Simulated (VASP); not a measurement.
Crystal: Cs4Ti.

```
CELL_PARAMETERS angstrom
6.24701 0.00000 0.00000
0.00000 6.24701 0.00000
0.00000 0.00000 6.24701
ATOMIC_POSITIONS crystal
Cs 0.25000 0.25000 0.25000
Cs 0.75000 0.75000 0.25000
Cs 0.25000 0.75000 0.75000
Cs 0.75000 0.25000 0.75000
Ti 0.00000 0.00000 0.00000
```

The cell was generated, and may not be a known phase.

- Program: VASP 6.6.1
- Task: relaxation of cell and atoms
- Functional: PBE
- Potentials or basis: VASP PAW PBE potentials, release 64 (Cs_sv, Ti_sv)
- Cutoff: 600 eV
- k mesh: 4 × 4 × 4
- Occupations: gaussian, width 0.1 eV
- Spin: no spin polarisation

At the start: pressure 2.8 GPa; volume 48.76 Å³/atom.

How do energy, volume and symmetry change on relaxing?

Over 13 steps the energy falls by 400.3 meV/atom and the volume is 98.55 Å³/atom (+102.1 %); space group P-43m (No. 215, to 0.1 Å) before and after.

The path:
```
step  energy change (eV)  largest force (eV/Å)  pressure (GPa)  volume (Å³)
   1              0.0000                1.0652            2.80       243.79
   2             -0.6917                0.8860            2.20       275.12
   3             -1.8496                0.2023            0.59       384.99
   4             -1.5245                0.2257           -0.34       685.28
   5             -1.9139                0.1187           -0.67       517.55
   6             -1.9878                0.0257            0.14       438.52
   7             -1.9937                0.0511            0.07       450.10
   8             -1.9946                0.0620            0.07       455.21
   9             -1.9820                0.1164           -0.07       485.71
  10             -1.9944                0.0733            0.03       460.56
  11             -1.9968                0.0662            0.03       463.72
  12             -2.0016                0.0441            0.01       473.27
  13             -2.0017                0.0051           -0.05       492.76
```

Final structure:
```yaml
crystal:
  lattice:
    - [7.89852, 0.00000, 0.00000]
    - [0.00000, 7.89852, 0.00000]
    - [0.00000, 0.00000, 7.89852]
  atoms:
    - { symbol: Cs, position: [0.27368, 0.27368, 0.27368] }
    - { symbol: Cs, position: [0.72632, 0.72632, 0.27368] }
    - { symbol: Cs, position: [0.27368, 0.72632, 0.72632] }
    - { symbol: Cs, position: [0.72632, 0.27368, 0.72632] }
    - { symbol: Ti, position: [0.00000, 0.00000, 0.00000] }
```

Caveat: the volume moved by over 15 % at a fixed basis, so the end points are rough; the highest band is partly filled, so the run has too few bands.
